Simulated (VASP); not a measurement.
Set up this calculation in VASP 6.6.1, as the native input.

* Task: relaxation of the atoms
* Functional: PBEsol
* Potentials or basis: VASP PAW PBE potentials, release 64 (B, N)
* Cutoff: 520 eV
* k mesh: 12 × 12 × 1
* Occupations: gaussian, width 0.05 eV
* Spin: no spin polarisation
* Dipole correction: yes
* Further INCAR settings: ALGO = Normal; EDIFF = 1e-07; IBRION = 2; EDIFFG = -0.02; NSW = 80

The structure of BN lies in POSCAR:

```
BN
1.0
    2.5041946702      0.0000000000      0.0000000000
   -1.2520973351      2.1686962004      0.0000000000
    0.0000000000      0.0000000000     25.4461306388
B N
4 4
Direct
    0.6666666667      0.3333333333      0.2947402930
    0.3333333333      0.6666666667      0.4315598863
    0.0000000000      0.0000000000      0.5683794796
    0.6666666667      0.3333333333      0.7051990729
    0.3333333333      0.6666666667      0.2948009271
    0.0000000000      0.0000000000      0.4316205204
    0.6666666667      0.3333333333      0.5684401137
    0.3333333333      0.6666666667      0.7052597070
```

One way to write it, as run:

INCAR

```
SYSTEM = BN
ALGO = Normal ; DIPOL = 0.5 0.5 0.500
EDIFF = 1E-7 ; EDIFFG = -0.02
ENCUT = 520 ; GGA = PS
IBRION = 2 ; IDIPOL = 3
ISIF = 2 ; ISMEAR = 0
LASPH = .True. ; LCHARG = .False.
LDIPOL = .True. ; LREAL = .False.
LWAVE = .False. ; NELM = 60
NSW = 80 ; PREC = Accurate
SIGMA = 0.05
```

KPOINTS

```
k-points
0
Gamma
  12 12 1
  0 0 0
```

Potentials or basis: VASP PAW PBE potentials, release 64 (B, N).

Command:

```sh
$ cat potpaw_PBE.64/B/POTCAR potpaw_PBE.64/N/POTCAR > POTCAR
$ mpirun -np 1 vasp_std > vasp.out
```

It gave:

The energy gained by relaxing is 0.0 meV/atom. The ionic steps are 2. The largest force after relaxing is 0.018 eV/Å and the band gap on the k mesh is 4.19 eV (least direct gap 4.38 eV).

Caveat: the PAW data sets were made with another functional, which shifts forces and pressure a little.

Run time: 2.7 min on 1 thread of AMD EPYC 7R13, with other jobs on the host, peak memory 0.25 GiB.
